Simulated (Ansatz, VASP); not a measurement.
Ni in VASP and in Ansatz

```
CELL_PARAMETERS angstrom
0.00000 1.78100 1.78100
1.78100 0.00000 1.78100
1.78100 1.78100 0.00000
ATOMIC_POSITIONS crystal
Ni 0.00000 0.00000 0.00000
```

Change from the starting cell: parallel moments scaled by 0.1, free total moment.

Alike in both runs: task single point; functional LDA; k mesh 15 × 15 × 15; occupations gaussian, width 0.05 eV; collinear spin; Hubbard terms Ni d U = 4.2 eV.

|  | VASP | Ansatz |
| --- | --- | --- |
| version | VASP 6.6.1 | Ansatz 0.2.0 |
| potentials or method | VASP PAW LDA potentials, release 64 (Ni_sv_GW), cutoff 590 eV | PAW, plane waves, scalar-relativistic |
| valence electrons in the cell | 18 | 18 |

Ansatz gave:

* pressure (GPa): -21.3
* net moment per atom (μB): 0.65
* size of the moment on the site where the two differ most (μB): 0.70

Task: What did VASP give for the same quantities?

Result: Pressure (GPa): -23.3; net moment per atom (μB): 0.85; size of the moment on the site where the two differ most (μB): 0.92.

The net moments are unlike, so the other rows may belong to different states. LDA's correlation is that of Perdew and Zunger in VASP and of Perdew and Wang (1992) in Ansatz. Site moments also hang on the region over which each program counts them. The programs project onto different local orbitals, so the same U acts differently, and such runs can settle in different states. Ansatz's warnings: filled band counts differ across k points.
